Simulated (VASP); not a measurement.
# PbSe (Fm-3m) in VASP: notebook, part 4 of 4

VASP 6.6.1. Earlier steps stand in the parts before.

### Step 5. Single point, BLYP+D3(BJ) (volume scaled by 1.02)

Contents of INCAR:

```
PREC = Accurate
ENCUT = 520
EDIFF = 1E-6
ISMEAR = 0
SIGMA = 0.05
LREAL = F
LASPH = T
NELM = 100
ALGO = Normal
ISIF = 2
LWAVE = F
LCHARG = F
GGA = B5
ALDAX = 1.0
AGGAX = 1.0
AGGAC = 1.0
ALDAC = 0.0
IVDW = 12
VDW_S6 = 1.0
VDW_S8 = 2.6996
VDW_A1 = 0.4298
VDW_A2 = 4.2359
NBANDS = 17
```

Contents of KPOINTS:

```
regular mesh
0
Gamma
  6 6 6
```

Contents of POSCAR:

```
PbSe
1.0
    0.0000000000      3.0988194464      3.0988194464
    3.0988194464      0.0000000000      3.0988194464
    3.0988194464      3.0988194464      0.0000000000
Pb Se
1 1
Direct
    0.5000000000      0.5000000000      0.5000000000
    0.0000000000      0.0000000000      0.0000000000
```

Potentials or basis: VASP PAW PBE potentials, release 64 (Pb_d, Se).

On the command line:

```bash
cat potpaw_PBE.64/Pb_d/POTCAR potpaw_PBE.64/Se/POTCAR > POTCAR
mpirun -np 1 vasp_std > vasp.out
```

OUTCAR:

```text
PREC = Accurate
   ENCUT = 520
   EDIFF = 1E-6
   ISMEAR = 0
   LREAL = F
   LASPH = T
   NELM = 100
   ISIF = 2
   GGA = B5
   IVDW = 12
 IVDW          = 12

 ion  position               nearest neighbor table
   1  0.500  0.500  0.500-   2 3.10   2 3.10   2 3.10   2 3.10   2 3.10   2 3.10
   2  0.000  0.000  0.000-   1 3.10   1 3.10   1 3.10   1 3.10   1 3.10   1 3.10

  LATTYP: Found a face centered cubic cell.
 ALAT       =     6.1976388928

  Lattice vectors:

 A1 = (   0.0000000000,   3.0988194464,   3.0988194464)
 A2 = (   3.0988194464,   0.0000000000,   3.0988194464)
 A3 = (   3.0988194464,   3.0988194464,   0.0000000000)

Analysis of symmetry for initial positions (statically):
=====================================================================
 Subroutine PRICEL returns:
 Original cell was already a primitive cell.

 Routine SETGRP: Setting up the symmetry group for a
 face centered cubic supercell.

 Subroutine GETGRP returns: Found 48 space group operations
 (whereof 48 operations were pure point group operations)
 out of a pool of 48 trial point group operations.

The static configuration has the point symmetry O_h .

Analysis of symmetry for dynamics (positions and initial velocities):
=====================================================================
 Subroutine PRICEL returns:
 Original cell was already a primitive cell.

 Routine SETGRP: Setting up the symmetry group for a
 face centered cubic supercell.

 Subroutine GETGRP returns: Found 48 space group operations
 (whereof 48 operations were pure point group operations)
 out of a pool of 48 trial point group operations.

The dynamic configuration has the point symmetry O_h .

 Subroutine INISYM returns: Found 48 space group operations
 (whereof 48 operations are pure point group operations),
 and found     1 'primitive' translations

----------------------------------------------------------------------------------------

                                     Primitive cell

  volume of cell :      59.5140

  direct lattice vectors                    reciprocal lattice vectors
     0.000000000  3.098819446  3.098819446    -0.161351769  0.161351769  0.161351769
     3.098819446  0.000000000  3.098819446     0.161351769 -0.161351769  0.161351769
     3.098819446  3.098819446  0.000000000     0.161351769  0.161351769 -0.161351769

  length of vectors
     4.382392488  4.382392488  4.382392488     0.279469462  0.279469462  0.279469462

  position of ions in fractional coordinates (direct lattice)
     0.500000000  0.500000000  0.500000000
     0.000000000  0.000000000  0.000000000

  ion indices of the primitive-cell ions
   primitive index   ion index
                 1           1
                 2           2

----------------------------------------------------------------------------------------

 KPOINTS: regular mesh

Automatic generation of k-mesh.
 Grid dimensions read from file:
 generate k-points for:    6    6    6

 Generating k-lattice:

  Cartesian coordinates                     Fractional coordinates (reciprocal lattice)
    -0.026891962  0.026891962  0.026891962     0.166666667  0.000000000  0.000000000
     0.026891962 -0.026891962  0.026891962     0.000000000  0.166666667  0.000000000
     0.026891962  0.026891962 -0.026891962     0.000000000  0.000000000  0.166666667

  Length of vectors
     0.046578244  0.046578244  0.046578244

  Shift w.r.t. Gamma in fractional coordinates (k-lattice)
     0.000000000  0.000000000  0.000000000

 Subroutine IBZKPT returns following result:
 ===========================================

 Found     16 irreducible k-points:

 Following reciprocal coordinates:
            Coordinates               Weight
  0.000000  0.000000  0.000000      1.000000
  0.166667  0.000000  0.000000      8.000000
  0.333333  0.000000  0.000000      8.000000
  0.500000  0.000000  0.000000      4.000000
  0.166667  0.166667  0.000000      6.000000
  0.333333  0.166667  0.000000     24.000000
[... 8 lines left out ...]
 -0.333333  0.333333  0.166667     24.000000
 -0.333333  0.500000  0.166667     12.000000
   k-points           NKPTS =     16   k-points in BZ     NKDIM =     16   number of bands    NBANDS=     17
   number of dos      NEDOS =    301   number of ions     NIONS =      2
   total plane-waves  NPLWV =  46656
   dimension x,y,z NGX =    36 NGY =   36 NGZ =   36
   dimension x,y,z NGXF=    72 NGYF=   72 NGZF=   72
   ions per type =               1   1
   NGX,Y,Z   is equivalent  to a cutoff of  13.66, 13.66, 13.66 a.u.
   NGXF,Y,Z  is equivalent  to a cutoff of  27.31, 27.31, 27.31 a.u.
 SYSTEM =  unknown system
   PREC   = accura    normal or accurate (medium, high low for compatibility)
   ISTART =      0    job   : 0-new  1-cont  2-samecut
   ICHARG =      2    charge: 1-file 2-atom 10-const
   ISPIN  =      1    spin polarized calculation?
   LNONCOLLINEAR =      F non collinear calculations
   LSORBIT =      F    spin-orbit coupling
   LASPH  =      T    aspherical Exc in radial PAW
   ENCUT  =  520.0 eV  38.22 Ry    6.18 a.u.   8.15  8.15  8.15*2*pi/ulx,y,z
   NELM   =    100;   NELMIN=  2; NELMDL= -5     # of ELM steps
   EDIFF  = 0.1E-05   stopping-criterion for ELM
   LREAL  =      F    real-space projection
   EDIFFG = 0.1E-04   stopping-criterion for IOM
   NSW    =      0    number of steps for IOM
   IBRION =     -1    ionic relax: 0-MD 1-quasi-New 2-CG
   NFREE  =      0    steps in history (QN), initial steepest desc. (CG)
   ISIF   =      2    stress and relaxation
   ISYM   =      2    0-nonsym 1-usesym 2-fastsym
   POTIM  = 0.5000    time-step for ionic-motion
   TEBEG  =    0.0;   TEEND  =   0.0 temperature during run
   PSTRESS=    0.0 pullay stress
   NELECT =      20.0000    total number of electrons
   NUPDOWN=      -1.0000    fix difference up-down
   EMIN   =  10.00;   EMAX   =-10.00  energy-range for DOS
   EFERMI =   0.00;   METHOD = LEGACY
   ISMEAR =     0;   SIGMA  =   0.05  broadening in eV -4-tet -1-fermi 0-gaus
   EFERMI_NEDOS =   21; number of points for ismear=-14 and -15
   IALGO  =     38    algorithm
   IMIX   =      4    mixing-type and parameters
     AMIX     =   0.40;   BMIX     =  1.00
     AMIX_MAG =   1.60;   BMIX_MAG =  1.00
  volume/ion in A,a.u.               =      29.76       200.81
  Fermi-wavevector in a.u.,A,eV,Ry     =   1.138182  2.150853 17.625794  1.295459
  Thomas-Fermi vector in A             =   2.274887
   LORBIT       =      0    0 simple, 1 ext, 2 COOP (PROOUT), +10 PAW based schemes
   GGA     = B5    functional components
   LHFCALC =     F    Hartree Fock is set to
   AEXX    =    0.0000 exact exchange contribution
   IVDW    =    12    specifies the selected vdW correction
   LEPSILON=     F    determine dielectric tensor
   LRPA    =     F    only Hartree local field effects (RPA)
 non-spin polarized calculation
 Gauss-broadening in eV      SIGMA  =   0.05
  energy-cutoff  :      520.00
  volume of cell :       59.51
 maximum number of plane-waves:      1639
 NGX is ok and might be reduce to    36
   NGX = 17   NGY = 17   NGZ = 17

 number of electron      20.0000002 magnetization

 Free energy of the ion-electron system (eV)
  ---------------------------------------------------
  ext. energy  EPLUGINS =         0.00000000
  ---------------------------------------------------
  free energy    TOTEN  =        -7.09742601 eV

  energy without entropy =       -7.09742601  energy(sigma->0) =       -7.09742601

 E-fermi :   5.2595     XC(G=0):  -8.7866

 val. band max:        5.0153522624   @ k =   0.5000   0.0000   0.0000
 cond. band min:       5.5176605441   @ k =   0.5000   0.0000   0.0000
 fundamental gap:      0.5023082817
 Fermi energy:         5.2595208050

 k-point     1 :       0.0000    0.0000    0.0000
  band No.  band energies     occupation
      1     -11.7393      2.00000
      2     -11.7393      2.00000
      3     -11.7393      2.00000
      4     -11.7375      2.00000
      5     -11.7375      2.00000
      6      -8.2439      2.00000
[... 9 lines left out ...]
     16      11.8487      0.00000
     17      13.5878      0.00000
[... 281 lines left out ...]
 k-point    16 :      -0.3333    0.5000    0.1667
  band No.  band energies     occupation
      1     -11.8206      2.00000
      2     -11.7415      2.00000
      3     -11.7324      2.00000
      4     -11.7148      2.00000
      5     -11.7010      2.00000
      6      -6.9388      2.00000
[... 9 lines left out ...]
     16      16.6973      0.00000
     17      17.7731      0.00000

------------------------ aborting loop because EDIFF is reached ----------------------------------------

 Edisp (eV)   -1.66674

 E8    (eV) :    -1.2639

  FORCE on cell =-STRESS in cart. coord.  units (eV):
  Direction    XX          YY          ZZ          XY          YZ          ZX
  --------------------------------------------------------------------------------------
  -------------------------------------------------------------------------------------
  Total      -0.28738    -0.28738    -0.28738    -0.00000     0.00000    -0.00000
  in kB      -7.73661    -7.73661    -7.73661    -0.00000     0.00000    -0.00000
  external pressure =       -7.74 kB  Pullay stress =        0.00 kB

 VOLUME and BASIS-vectors are now :
 -----------------------------------------------------------------------------
  energy-cutoff  :      520.00
  volume of cell :       59.51
      direct lattice vectors                 reciprocal lattice vectors
     0.000000000  3.098819446  3.098819446    -0.161351769  0.161351769  0.161351769
     3.098819446  0.000000000  3.098819446     0.161351769 -0.161351769  0.161351769
     3.098819446  3.098819446  0.000000000     0.161351769  0.161351769 -0.161351769

 POSITION                                       TOTAL-FORCE (eV/Angst)
 -----------------------------------------------------------------------------------
      3.09882      3.09882      3.09882        -0.000000      0.000000      0.000000
      0.00000      0.00000      0.00000         0.000000      0.000000     -0.000000
 -----------------------------------------------------------------------------------
    total drift:                                0.000000      0.000000      0.000000

  FREE ENERGIE OF THE ION-ELECTRON SYSTEM (eV)
  ---------------------------------------------------
  free  energy   TOTEN  =        -8.7641634523 eV

  energy  without entropy=       -8.7641634523  energy(sigma->0) =       -8.76416345
```

stdout:

```text
POSCAR found type information on POSCAR PbSe
 POSCAR found :  2 types and       2 ions
 scaLAPACK will be used
 -----------------------------------------------------------------------------
|                                                                             |
|                                                                             |
|     You enforced a specific xc type in the INCAR file but a different       |
|     I HOPE YOU KNOW WHAT YOU ARE DOING!                                     |
|                                                                             |
 -----------------------------------------------------------------------------

 LDA part: xc-table for (Slater(with rela. corr.)+VWN5), standard interpolation
 POSCAR, INCAR and KPOINTS ok, starting setup
 FFT: planning ... GRIDC
 FFT: planning ... GRID_SOFT
 FFT: planning ... GRID
 WAVECAR not read
 entering main loop
```

It took 25 s on 1 thread of AMD EPYC 7R13 (Zen 3), shared host; peak memory 0.18 GiB.

Results:

```yaml
Free_energy: -8.7642 eV
Pressure: -0.8 GPa
Band_gap_on_the_k_mesh: 0.50 eV, direct
Dispersion_energy_per_atom: -0.833 eV
```

Levels at points of the mesh, in eV from the valence-band top:
| k point | band 8 | band 9 | band 10 | band 11 | band 12 | band 13 |
| --- | --- | --- | --- | --- | --- | --- |
| (0.00, 0.00, 0.00) | -1.68 | -1.68 | -1.68 | 4.56 | 4.56 | 4.56 |
| (0.50, 0.00, 0.00) | -1.27 | -1.27 | 0.00 | 0.50 | 1.79 | 1.79 |
| (0.50, 0.50, 0.00) | -4.56 | -2.94 | -2.94 | 4.19 | 5.41 | 5.41 |

Caveat: the PAW data sets were made with another functional, which shifts forces and pressure a little; spin-orbit coupling is left out, which moves the levels of the heavy elements. A k mesh can miss the band edges.

### Step 6. Single point, BLYP+D3(BJ) (volume scaled by 1.04)

Contents of INCAR:

```
SYSTEM = PbSe
PREC = Accurate ; ENCUT = 520
EDIFF = 1E-7 ; ISMEAR = 0
SIGMA = 0.05 ; LREAL = .FALSE.
LASPH = .TRUE. ; NELM = 80
ALGO = Normal ; ISIF = 2
LWAVE = .FALSE. ; LCHARG = .TRUE.
GGA = B5 ; ALDAX = 1.0
AGGAX = 1.0 ; AGGAC = 1.0
ALDAC = 0.0 ; IVDW = 12
LELF = .TRUE. ; LVHAR = .TRUE.
VDW_S6 = 1.0 ; VDW_S8 = 2.6996
VDW_A1 = 0.4298 ; VDW_A2 = 4.2359
NBANDS = 17
```

Contents of KPOINTS:

```
regular mesh
0
G
  6 6 6
  0 0 0
```

Contents of POSCAR:

```
PbSe
1.0
    0.0000000000      3.1189422144      3.1189422144
    3.1189422144      0.0000000000      3.1189422144
    3.1189422144      3.1189422144      0.0000000000
Pb Se
1 1
Direct
    0.5000000000      0.5000000000      0.5000000000
    0.0000000000      0.0000000000      0.0000000000
```

Potentials or basis: VASP PAW PBE potentials, release 64 (Pb_d, Se).

On the command line:

```bash
cat potpaw_PBE.64/Pb_d/POTCAR potpaw_PBE.64/Se/POTCAR > POTCAR
mpirun -np 1 vasp_std > vasp.out
```

OUTCAR:

```text
SYSTEM = PbSe
   PREC = Accurate
   ENCUT = 520
   EDIFF = 1E-7
   ISMEAR = 0
   LREAL = .FALSE.
   LASPH = .TRUE.
   NELM = 80
   ISIF = 2
   GGA = B5
   IVDW = 12
 IVDW          = 12

 ion  position               nearest neighbor table
   1  0.500  0.500  0.500-   2 3.12   2 3.12   2 3.12   2 3.12   2 3.12   2 3.12
   2  0.000  0.000  0.000-   1 3.12   1 3.12   1 3.12   1 3.12   1 3.12   1 3.12

  LATTYP: Found a face centered cubic cell.
 ALAT       =     6.2378844288

  Lattice vectors:

 A1 = (   0.0000000000,   3.1189422144,   3.1189422144)
 A2 = (   3.1189422144,   0.0000000000,   3.1189422144)
 A3 = (   3.1189422144,   3.1189422144,   0.0000000000)

Analysis of symmetry for initial positions (statically):
=====================================================================
 Subroutine PRICEL returns:
 Original cell was already a primitive cell.

 Routine SETGRP: Setting up the symmetry group for a
 face centered cubic supercell.

 Subroutine GETGRP returns: Found 48 space group operations
 (whereof 48 operations were pure point group operations)
 out of a pool of 48 trial point group operations.

The static configuration has the point symmetry O_h .

Analysis of symmetry for dynamics (positions and initial velocities):
[... 151 lines left out ...]
 E-fermi :   5.0304     XC(G=0):  -8.7025

 val. band max:        4.7725930229   @ k =   0.5000   0.0000   0.0000
 cond. band min:       5.3254212116   @ k =   0.5000   0.0000   0.0000
 fundamental gap:      0.5528281887
 Fermi energy:         5.0304270805

 k-point     1 :       0.0000    0.0000    0.0000
  band No.  band energies     occupation
      1     -11.9435      2.00000
      2     -11.9435      2.00000
      3     -11.9435      2.00000
      4     -11.9409      2.00000
      5     -11.9409      2.00000
      6      -8.3233      2.00000
[... 297 lines left out ...]
      4     -11.9208      2.00000
      5     -11.9081      2.00000
      6      -7.0851      2.00000
[... 9 lines left out ...]
     16      16.3791      0.00000
     17      17.5292      0.00000

------------------------ aborting loop because EDIFF is reached ----------------------------------------

 Edisp (eV)   -1.63473

 E8    (eV) :    -1.2398

  FORCE on cell =-STRESS in cart. coord.  units (eV):
  Direction    XX          YY          ZZ          XY          YZ          ZX
  --------------------------------------------------------------------------------------
  -------------------------------------------------------------------------------------
  Total      -0.57194    -0.57194    -0.57194    -0.00000     0.00000     0.00000
  in kB     -15.10099   -15.10099   -15.10099    -0.00000     0.00000     0.00000
  external pressure =      -15.10 kB  Pullay stress =        0.00 kB

 VOLUME and BASIS-vectors are now :
 -----------------------------------------------------------------------------
  energy-cutoff  :      520.00
  volume of cell :       60.68
      direct lattice vectors                 reciprocal lattice vectors
     0.000000000  3.118942214  3.118942214    -0.160310761  0.160310761  0.160310761
     3.118942214  0.000000000  3.118942214     0.160310761 -0.160310761  0.160310761
     3.118942214  3.118942214  0.000000000     0.160310761  0.160310761 -0.160310761

 POSITION                                       TOTAL-FORCE (eV/Angst)
 -----------------------------------------------------------------------------------
      3.11894      3.11894      3.11894         0.000000      0.000000      0.000000
      0.00000      0.00000      0.00000        -0.000000     -0.000000     -0.000000
 -----------------------------------------------------------------------------------
    total drift:                                0.000000      0.000000      0.000000

  FREE ENERGIE OF THE ION-ELECTRON SYSTEM (eV)
  ---------------------------------------------------
  free  energy   TOTEN  =        -8.7560159455 eV

  energy  without entropy=       -8.7560159455  energy(sigma->0) =       -8.75601595
```

OSZICAR:

```text
N       E                     dE             d eps       ncg     rms          rms(c)
DAV:   1     0.151912311844E+03    0.15191E+03   -0.99227E+03   544   0.121E+03
DAV:   2     0.416708861749E+01   -0.14775E+03   -0.14238E+03   555   0.301E+02
DAV:   3    -0.732006141125E+01   -0.11487E+02   -0.11399E+02   732   0.875E+01
DAV:   4    -0.758362984197E+01   -0.26357E+00   -0.26336E+00   662   0.149E+01
DAV:   5    -0.759234287951E+01   -0.87130E-02   -0.87124E-02   838   0.272E+00    0.289E+00
DAV:   6    -0.711839242874E+01    0.47395E+00   -0.12917E+00   775   0.849E+00    0.142E+00
DAV:   7    -0.711754150898E+01    0.85092E-03   -0.16916E-01   652   0.212E+00    0.888E-01
DAV:   8    -0.712242969585E+01   -0.48882E-02   -0.20224E-02   627   0.138E+00    0.280E-01
DAV:   9    -0.712116907213E+01    0.12606E-02   -0.47837E-03   793   0.570E-01    0.861E-02
DAV:  10    -0.712127782427E+01   -0.10875E-03   -0.37213E-04   606   0.110E-01    0.382E-02
DAV:  11    -0.712128131051E+01   -0.34862E-05   -0.27222E-05   706   0.493E-02    0.595E-03
DAV:  12    -0.712128164189E+01   -0.33138E-06   -0.28524E-06   698   0.143E-02    0.120E-03
DAV:  13    -0.712128158313E+01    0.58755E-07   -0.61585E-08   533   0.172E-03
   1 F= -.87560159E+01 E0= -.87560159E+01  d E =-.147787E-14
```

stdout:

```text
POSCAR found type information on POSCAR PbSe
 POSCAR found :  2 types and       2 ions
 scaLAPACK will be used
 -----------------------------------------------------------------------------
|                                                                             |
|                                                                             |
|     You enforced a specific xc type in the INCAR file but a different       |
|     I HOPE YOU KNOW WHAT YOU ARE DOING!                                     |
|                                                                             |
 -----------------------------------------------------------------------------

 LDA part: xc-table for (Slater(with rela. corr.)+VWN5), standard interpolation
 POSCAR, INCAR and KPOINTS ok, starting setup
 FFT: planning ... GRIDC
 FFT: planning ... GRID_SOFT
 FFT: planning ... GRID
 WAVECAR not read
 entering main loop
```

Run time: 28 s. Hardware: 1 thread of AMD EPYC 7R13 (Zen 3), shared host; peak memory 0.18 GiB.

Results:

* Free energy: -8.7560 eV
* Pressure: -1.5 GPa
* Band gap on the k mesh: 0.55 eV, direct
* Dispersion energy per atom: -0.817 eV

Caveat: the PAW data sets were made with another functional, which shifts forces and pressure a little; spin-orbit coupling is left out, which moves the levels of the heavy elements.

### Step 7. Overview

```tsv
cell	gap on the mesh (eV)	pressure (GPa)
a = 4.324 Å, angles 60.0°, 2 atoms	0.39	1.2
a = 4.295 Å, angles 60.0°, 2 atoms	0.32	2.5
a = 4.354 Å, angles 60.0°, 2 atoms	0.45	0.2
a = 4.382 Å, angles 60.0°, 2 atoms	0.50	-0.8
a = 4.411 Å, angles 60.0°, 2 atoms	0.55	-1.5
```

Alike in all rows: task single point; level BLYP+D3(BJ); potentials or basis VASP PAW PBE potentials, release 64 (Pb_d, Se); no spin polarisation; k mesh 6 × 6 × 6; cutoff (eV) 520; smearing gaussian 0.05 eV.

Caveats: the PAW data sets were made with another functional, which shifts forces and pressure a little; spin-orbit coupling is left out, which moves the levels of the heavy elements.

Total energies depend on the potentials used, so only differences within one code and one set of settings carry meaning.
